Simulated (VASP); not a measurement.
Input of a VASP 6.6.1 run:

File INCAR:

```
SYSTEM = TiO2
ALGO = Normal ; EDIFF = 1E-6
EDIFFG = -0.002 ; ENCUT = 600
GGA = CA ; IBRION = 2
ISIF = 3 ; ISMEAR = -1
LASPH = .TRUE. ; LCHARG = .FALSE.
LREAL = .FALSE. ; LWAVE = .FALSE.
NELM = 80 ; NSW = 100
PREC = Accurate ; SIGMA = 0.08
```

Contents of KPOINTS:

```
k-points
0
G
  6 6 10
  0 0 0
```

The input POSCAR:

```
TiO2
1.0
    4.5922000000      0.0000000000      0.0000000000
    0.0000000000      4.5922000000      0.0000000000
    0.0000000000      0.0000000000      2.9574000000
Ti O
2 4
Direct
    0.0000000000      0.0000000000      0.0000000000
    0.5000000000      0.5000000000      0.5000000000
    0.3049600000      0.3049600000      0.0000000000
    0.1950400000      0.8049600000      0.5000000000
    0.6950400000      0.6950400000      0.0000000000
    0.8049600000      0.1950400000      0.5000000000
```

Potentials or basis: VASP PAW LDA potentials, release 64 (Ti_sv, O).

The run is started by

```sh
$ cat potpaw_LDA.64/Ti_sv/POTCAR potpaw_LDA.64/O/POTCAR > POTCAR
$ mpirun -np 1 vasp_std > vasp.out
```

(1) Predict the relaxed cell.

(2) Estimate the space group after relaxing (to 0.05 Å).

Results:

(1) a = 4.552 Å, b = 4.552 Å, c = 2.922 Å, α = 90.00°, β = 90.00°, γ = 90.00°.

(2) P4_2/mnm (No. 136).
